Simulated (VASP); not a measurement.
# C (Fd-3m) in VASP: settings compared

Aim: see how the results for C move with the level of theory and the settings. Levels: r2SCAN+D4, LDA, PBEsol+D4, PBE. Tasks: single point, relaxation of cell and atoms.

All numbers are computed with VASP 6.6.1; they aren't measurements. Logs are shortened: lines on timing, memory, paths and dates and some standing lists are left out, and cuts for length are marked.

**1. The cell of the first run**

It takes space group Fd-3m (No. 227, cubic). The conventional cell has a = 3.555 Å, b = 3.555 Å, c = 3.555 Å, α = 90.00°, β = 90.00°, γ = 90.00°. C (site symmetry -43m) has 4 C at 1.54 Å within 2.1 Å.

**2. Single point, r2SCAN+D4**

POSCAR

```
C
1.0
    0.0000000000      1.7772666218      1.7772666218
    1.7772666218      0.0000000000      1.7772666218
    1.7772666218      1.7772666218      0.0000000000
C
2
Direct
    0.7500000000      0.7500000000      0.7500000000
    0.5000000000      0.5000000000      0.5000000000
```

INCAR.step1

```
SYSTEM = C
PREC = Accurate
ENCUT = 660
ISMEAR = -1
SIGMA = 0.05
LREAL = .FALSE.
LASPH = .TRUE.
NELM = 120
NBANDS = 11
GGA = PE
ALGO = Normal
EDIFF = 1E-5
LWAVE = .TRUE.
LCHARG = .FALSE.
GGA_COMPAT = .FALSE.
```

INCAR.step2

```
SYSTEM = C
PREC = Accurate
ENCUT = 660
EDIFF = 1E-6
ISMEAR = -1
SIGMA = 0.05
LREAL = .FALSE.
LASPH = .TRUE.
NELM = 120
ALGO = Normal
ISIF = 2
LWAVE = .FALSE.
LCHARG = .TRUE.
METAGGA = R2SCAN
LMIXTAU = .TRUE.
IVDW = 13
VDW_S6 = 1.0
VDW_S8 = 0.6018749
VDW_A1 = 0.51559235
VDW_A2 = 5.77342911
LELF = .TRUE.
LVHAR = .TRUE.
NBANDS = 11
ISTART = 1
GGA_COMPAT = .FALSE.
```

KPOINTS

```
Automatic mesh
0
G
  13 13 13
  0 0 0
```

Potentials or basis: VASP PAW PBE potentials, release 64 (C).

Run with:

```console
$ cat potpaw_PBE.64/C/POTCAR > POTCAR
$ cp INCAR.step1 INCAR
$ mpirun -np 1 vasp_std > vasp.out
$ cp INCAR.step2 INCAR
$ mpirun -np 1 vasp_std > vasp.out
```

OUTCAR:

```text
SYSTEM = C
   PREC = Accurate
   ENCUT = 660
   EDIFF = 1E-6
   ISMEAR = -1
   LREAL = .FALSE.
   LASPH = .TRUE.
   NELM = 120
   ISIF = 2
   METAGGA = R2SCAN
   IVDW = 13
   ISTART = 1

 ion  position               nearest neighbor table
   1  0.750  0.750  0.750-   2 1.54   2 1.54   2 1.54   2 1.54
   2  0.500  0.500  0.500-   1 1.54   1 1.54   1 1.54   1 1.54

  LATTYP: Found a face centered cubic cell.
 ALAT       =     3.5545332436

  Lattice vectors:

 A1 = (   0.0000000000,   1.7772666218,   1.7772666218)
 A2 = (   1.7772666218,   0.0000000000,   1.7772666218)
 A3 = (   1.7772666218,   1.7772666218,   0.0000000000)

Analysis of symmetry for initial positions (statically):
=====================================================================
 Subroutine PRICEL returns:
 Original cell was already a primitive cell.

 Routine SETGRP: Setting up the symmetry group for a
 face centered cubic supercell.

 Subroutine GETGRP returns: Found 48 space group operations
 (whereof 24 operations were pure point group operations)
 out of a pool of 48 trial point group operations.

The static configuration has the point symmetry T_d .
 The point group associated with its full space group is O_h .

Analysis of symmetry for dynamics (positions and initial velocities):
=====================================================================
 Subroutine PRICEL returns:
 Original cell was already a primitive cell.

 Routine SETGRP: Setting up the symmetry group for a
 face centered cubic supercell.

 Subroutine GETGRP returns: Found 48 space group operations
 (whereof 24 operations were pure point group operations)
 out of a pool of 48 trial point group operations.

The dynamic configuration has the point symmetry T_d .
 The point group associated with its full space group is O_h .

 Subroutine INISYM returns: Found 48 space group operations
 (whereof 24 operations are pure point group operations),
 and found     1 'primitive' translations

----------------------------------------------------------------------------------------

                                     Primitive cell

  volume of cell :      11.2276

  direct lattice vectors                    reciprocal lattice vectors
     0.000000000  1.777266622  1.777266622    -0.281330890  0.281330890  0.281330890
     1.777266622  0.000000000  1.777266622     0.281330890 -0.281330890  0.281330890
     1.777266622  1.777266622  0.000000000     0.281330890  0.281330890 -0.281330890

  length of vectors
     2.513434561  2.513434561  2.513434561     0.487279395  0.487279395  0.487279395

  position of ions in fractional coordinates (direct lattice)
     0.750000000  0.750000000  0.750000000
     0.500000000  0.500000000  0.500000000

  ion indices of the primitive-cell ions
   primitive index   ion index
                 1           1
                 2           2

----------------------------------------------------------------------------------------

 KPOINTS: Automatic mesh

Automatic generation of k-mesh.
 Grid dimensions read from file:
 generate k-points for:   13   13   13

 Generating k-lattice:

  Cartesian coordinates                     Fractional coordinates (reciprocal lattice)
    -0.021640838  0.021640838  0.021640838     0.076923077  0.000000000  0.000000000
     0.021640838 -0.021640838  0.021640838     0.000000000  0.076923077  0.000000000
     0.021640838  0.021640838 -0.021640838     0.000000000  0.000000000  0.076923077

  Length of vectors
     0.037483030  0.037483030  0.037483030

  Shift w.r.t. Gamma in fractional coordinates (k-lattice)
     0.000000000  0.000000000  0.000000000

 Subroutine IBZKPT returns following result:
 ===========================================

 Found     84 irreducible k-points:

 Following reciprocal coordinates:
            Coordinates               Weight
  0.000000  0.000000  0.000000      1.000000
  0.076923  0.000000  0.000000      8.000000
  0.153846  0.000000  0.000000      8.000000
  0.230769  0.000000  0.000000      8.000000
  0.307692  0.000000  0.000000      8.000000
  0.384615  0.000000  0.000000      8.000000
[... 16 lines left out ...]
  0.384615  0.153846  0.000000     24.000000
  0.461538  0.153846  0.000000     24.000000
 [... further k-points ...]
   k-points           NKPTS =     84   k-points in BZ     NKDIM =     84   number of bands    NBANDS=     11
   number of dos      NEDOS =    301   number of ions     NIONS =      2
   total plane-waves  NPLWV =  13824
   dimension x,y,z NGX =    24 NGY =   24 NGZ =   24
   dimension x,y,z NGXF=    48 NGYF=   48 NGZF=   48
   ions per type =               2
   NGX,Y,Z   is equivalent  to a cutoff of  15.87, 15.87, 15.87 a.u.
   NGXF,Y,Z  is equivalent  to a cutoff of  31.75, 31.75, 31.75 a.u.
 SYSTEM =  C
   PREC   = accura    normal or accurate (medium, high low for compatibility)
   ISTART =      1    job   : 0-new  1-cont  2-samecut
   ICHARG =      0    charge: 1-file 2-atom 10-const
   ISPIN  =      1    spin polarized calculation?
   LNONCOLLINEAR =      F non collinear calculations
   LSORBIT =      F    spin-orbit coupling
   LASPH  =      T    aspherical Exc in radial PAW
   ENCUT  =  660.0 eV  48.51 Ry    6.96 a.u.   5.26  5.26  5.26*2*pi/ulx,y,z
   NELM   =    120;   NELMIN=  2; NELMDL=  0     # of ELM steps
   EDIFF  = 0.1E-05   stopping-criterion for ELM
   LREAL  =      F    real-space projection
   EDIFFG = 0.1E-04   stopping-criterion for IOM
   NSW    =      0    number of steps for IOM
   IBRION =     -1    ionic relax: 0-MD 1-quasi-New 2-CG
   NFREE  =      0    steps in history (QN), initial steepest desc. (CG)
   ISIF   =      2    stress and relaxation
   ISYM   =      2    0-nonsym 1-usesym 2-fastsym
   POTIM  = 0.5000    time-step for ionic-motion
   TEBEG  =    0.0;   TEEND  =   0.0 temperature during run
   PSTRESS=    0.0 pullay stress
   NELECT =       8.0000    total number of electrons
   NUPDOWN=      -1.0000    fix difference up-down
   EMIN   =  10.00;   EMAX   =-10.00  energy-range for DOS
   EFERMI =   0.00;   METHOD = LEGACY
   ISMEAR =    -1;   SIGMA  =   0.05  broadening in eV -4-tet -1-fermi 0-gaus
   EFERMI_NEDOS =   21; number of points for ismear=-14 and -15
   IALGO  =     38    algorithm
   IMIX   =      4    mixing-type and parameters
     AMIX     =   0.40;   BMIX     =  1.00
     AMIX_MAG =   1.60;   BMIX_MAG =  1.00
  volume/ion in A,a.u.               =       5.61        37.88
  Fermi-wavevector in a.u.,A,eV,Ry     =   1.462207  2.763171 29.089934  2.138050
  Thomas-Fermi vector in A             =   2.578448
   LORBIT       =      0    0 simple, 1 ext, 2 COOP (PROOUT), +10 PAW based schemes
   METAGGA = R2SCAN    functional components
   LHFCALC =     F    Hartree Fock is set to
   AEXX    =    0.0000 exact exchange contribution
   IVDW    =    13    specifies the selected vdW correction
   LEPSILON=     F    determine dielectric tensor
   LRPA    =     F    only Hartree local field effects (RPA)
 non-spin polarized calculation
  energy-cutoff  :      660.00
  volume of cell :       11.23
 maximum number of plane-waves:       444
 NGX is ok and might be reduce to    24
   NGX = 11   NGY = 11   NGZ = 11

 number of electron       8.0000000 magnetization

 Free energy of the ion-electron system (eV)
  ---------------------------------------------------
  ext. energy  EPLUGINS =         0.00000000
  ---------------------------------------------------
  free energy    TOTEN  =       -19.66848159 eV

  energy without entropy =      -19.66848159  energy(sigma->0) =      -19.66848159

 E-fermi :  10.7760     XC(G=0): -14.3134

 val. band max:        9.8597256610   @ k =   0.0000   0.0000   0.0000
 cond. band min:      14.2213973681   @ k =   0.3846   0.3846   0.0000
 fundamental gap:      4.3616717071
 Fermi energy:        10.7760053234

 k-point     1 :       0.0000    0.0000    0.0000
  band No.  band energies     occupation
      1     -12.9767      2.00000
      2       9.8597      2.00000
      3       9.8597      2.00000
      4       9.8597      2.00000
      5      15.7241      0.00000
      6      15.7241      0.00000
      7      15.7241      0.00000
      8      23.9240      0.00000
      9      30.4004      0.00000
     10      37.3639      0.00000
     11      37.3639      0.00000

 k-point     2 :       0.0769    0.0000    0.0000
  band No.  band energies     occupation
      1     -12.8045      2.00000
      2       8.7058      2.00000
      3       9.5581      2.00000
      4       9.5581      2.00000
      5      16.1190      0.00000
      6      16.1190      0.00000
      7      16.4112      0.00000
      8      24.0911      0.00000
      9      30.6976      0.00000
     10      35.4656      0.00000
     11      35.4656      0.00000

 k-point     3 :       0.1538    0.0000    0.0000
  band No.  band energies     occupation
      1     -12.2894      2.00000
      2       6.2725      2.00000
      3       8.8810      2.00000
      4       8.8810      2.00000
      5      17.0106      0.00000
      6      17.0106      0.00000
      7      17.5097      0.00000
      8      24.5762      0.00000
      9      31.3580      0.00000
     10      33.8250      0.00000
     11      33.8250      0.00000

 k-point     4 :       0.2308    0.0000    0.0000
  band No.  band energies     occupation
      1     -11.4382      2.00000
      2       3.5024      2.00000
      3       8.1503      2.00000
      4       8.1503      2.00000
      5      17.9061      0.00000
      6      17.9061      0.00000
      7      18.3016      0.00000
      8      25.2778      0.00000
      9      31.8402      0.00000
     10      33.2115      0.00000
     11      33.2115      0.00000

 k-point     5 :       0.3077    0.0000    0.0000
  band No.  band energies     occupation
      1     -10.2661      2.00000
      2       0.7453      2.00000
      3       7.5345      2.00000
      4       7.5345      2.00000
      5      18.4882      0.00000
      6      18.4882      0.00000
      7      18.7639      0.00000
      8      25.9777      0.00000
      9      32.0496      0.00000
     10      33.7584      0.00000
     11      33.7584      0.00000
[... 211 lines left out ...]
 k-point    21 :       0.2308    0.1538    0.0000
  band No.  band energies     occupation
      1     -11.4358      2.00000
      2       5.3383      2.00000
      3       6.6063      2.00000
      4       7.3530      2.00000
      5      15.3417      0.00000
      6      20.1241      0.00000
      7      20.1771      0.00000
      8      22.8798      0.00000
      9      30.8001      0.00000
     10      32.5259      0.00000
     11      37.9395      0.00000

 k-point    22 :       0.3077    0.1538    0.0000
  band No.  band energies     occupation
      1     -10.4810      2.00000
      2       2.8059      2.00000
      3       6.0369      2.00000
      4       6.6600      2.00000
      5      16.1409      0.00000
      6      20.8342      0.00000
      7      20.9626      0.00000
      8      22.6622      0.00000
      9      31.6284      0.00000
     10      32.8578      0.00000
     11      37.6481      0.00000

 k-point    23 :       0.3846    0.1538    0.0000
  band No.  band energies     occupation
      1      -9.2187      2.00000
      2       0.2482      2.00000
      3       5.7218      2.00000
      4       5.8432      2.00000
      5      16.8704      0.00000
      6      21.2127      0.00000
      7      21.2322      0.00000
      8      23.2956      0.00000
      9      32.4520      0.00000
     10      33.1540      0.00000
     11      38.1501      0.00000

 k-point    24 :       0.4615    0.1538    0.0000
  band No.  band energies     occupation
      1      -7.7215      2.00000
      2      -2.1090      2.00000
      3       5.1035      2.00000
      4       5.6801      2.00000
      5      17.3278      0.00000
      6      21.0792      0.00000
      7      21.3762      0.00000
      8      24.6826      0.00000
      9      31.8021      0.00000
     10      34.6423      0.00000
     11      38.3633      0.00000

 [... further k-points ...]

------------------------ aborting loop because EDIFF is reached ----------------------------------------

  DFT-D4 for vdW energy calculation

  Edisp (eV):   -0.17804

  FORCE on cell =-STRESS in cart. coord.  units (eV):
  Direction    XX          YY          ZZ          XY          YZ          ZX
  --------------------------------------------------------------------------------------
  -------------------------------------------------------------------------------------
  Total       0.01200     0.01200     0.01200    -0.00000     0.00000     0.00000
  in kB       1.71226     1.71226     1.71226    -0.00000     0.00000     0.00000
  external pressure =        1.71 kB  Pullay stress =        0.00 kB

 VOLUME and BASIS-vectors are now :
 -----------------------------------------------------------------------------
  energy-cutoff  :      660.00
  volume of cell :       11.23
      direct lattice vectors                 reciprocal lattice vectors
     0.000000000  1.777266622  1.777266622    -0.281330890  0.281330890  0.281330890
     1.777266622  0.000000000  1.777266622     0.281330890 -0.281330890  0.281330890
     1.777266622  1.777266622  0.000000000     0.281330890  0.281330890 -0.281330890

 POSITION                                       TOTAL-FORCE (eV/Angst)
 -----------------------------------------------------------------------------------
      2.66590      2.66590      2.66590        -0.000000     -0.000000     -0.000000
      1.77727      1.77727      1.77727         0.000000      0.000000      0.000000
 -----------------------------------------------------------------------------------
    total drift:                                0.000000      0.000000      0.000000

  FREE ENERGIE OF THE ION-ELECTRON SYSTEM (eV)
  ---------------------------------------------------
  free  energy   TOTEN  =       -19.8465243310 eV

  energy  without entropy=      -19.8465243310  energy(sigma->0) =      -19.84652433
```

Run time: 71 s. Hardware: 1 thread of Intel Xeon 8259CL, shared host; peak memory 0.14 GiB.

Results:

- Free energy: -19.8465 eV
- Pressure: 0.2 GPa
- Band gap on the k mesh: 4.36 eV, indirect (least direct gap 5.86 eV)
- Dispersion energy per atom: -0.089 eV

Caveat: the PAW data sets were made with another functional, which shifts forces and pressure a little. A k mesh can miss the band edges.

**3. Relaxation of cell and atoms, r2SCAN+D4**

This run uses another cell than the first one, of 5.67 Å³/atom, 1.010 times its volume.

POSCAR

```
C
1.0
    0.0000000000      1.7833700000      1.7833700000
    1.7833700000      0.0000000000      1.7833700000
    1.7833700000      1.7833700000      0.0000000000
C
2
Direct
    0.7500000000      0.7500000000      0.7500000000
    0.5000000000      0.5000000000      0.5000000000
```

INCAR.step1

```
  PREC = Accurate
  ENCUT = 660
  ISMEAR = -1
  SIGMA = 0.05
  LREAL = False
  LASPH = True
  NELM = 120
  GGA = PE
  ALGO = Normal
  EDIFF = 1E-5
  LWAVE = True
  LCHARG = False
  GGA_COMPAT = False
  IBRION = 2
  ISIF = 3
  EDIFFG = -0.005
  NELMIN = 4
  NSW = 100
```

INCAR.step2

```
  PREC = Accurate
  ENCUT = 660
  EDIFF = 1E-7
  ISMEAR = -1
  SIGMA = 0.05
  LREAL = False
  LASPH = True
  NELM = 120
  ALGO = Normal
  ISIF = 3
  LWAVE = False
  LCHARG = False
  METAGGA = R2SCAN
  LMIXTAU = True
  IVDW = 13
  VDW_S6 = 1.0
  VDW_S8 = 0.6018749
  VDW_A1 = 0.51559235
  VDW_A2 = 5.77342911
  IBRION = 2
  NSW = 60
  EDIFFG = -0.01
  ISTART = 1
  GGA_COMPAT = False
  NELMIN = 4
```

KPOINTS

```
Automatic mesh
0
Gamma
  13 13 13
```

Potentials or basis: VASP PAW PBE potentials, release 64 (C).

Run with:

```console
$ cat potpaw_PBE.64/C/POTCAR > POTCAR
$ cp INCAR.step1 INCAR
$ mpirun -np 1 vasp_std > vasp.out
$ cp INCAR.step2 INCAR
$ mpirun -np 1 vasp_std > vasp.out
```

Wall time 2.6 min (1 thread of Intel Xeon 8259CL, shared host); peak memory 0.14 GiB.

It converged, with:

* Free energy: -19.8471 eV
* Relaxed volume: 5.62 Å³/atom
* Relaxed cell: a = 2.514 Å, b = 2.514 Å, c = 2.514 Å, α = 60.00°, β = 60.00°, γ = 60.00°
* Space group after relaxing (to 0.05 Å): Fd-3m (No. 227)
* Energy gained by relaxing: 0.8 meV/atom
* Ionic steps: 3
* Pressure after relaxing: 0.0 GPa
* Band gap on the k mesh: 4.36 eV, indirect (least direct gap 5.86 eV)
* Dispersion energy per atom: -0.089 eV

Step by step:
| step | energy change (eV) | largest force (eV/Å) | pressure (GPa) | volume (Å³) |
| --- | --- | --- | --- | --- |
| 1 | 0.0000 | 0.0000 | -4.45 | 11.34 |
| 2 | 0.0011 | 0.0000 | 6.04 | 11.09 |
| 3 | -0.0016 | 0.0000 | 0.00 | 11.23 |

Final structure:
```
C
1.0
     0.00000    1.77748    1.77748
     1.77748    0.00000    1.77748
     1.77748    1.77748    0.00000
C
2
Direct
  0.75000 0.75000 0.75000
  0.50000 0.50000 0.50000
```

Levels at points of the mesh, in eV from the valence-band top:
```csv
k point,band 2,band 3,band 4,band 5,band 6,band 7
"(0.00, 0.00, 0.00)",0.00,0.00,0.00,5.86,5.86,5.86
```

Caveat: the PAW data sets were made with another functional, which shifts forces and pressure a little.

(Part 1 of 3 ends here.)
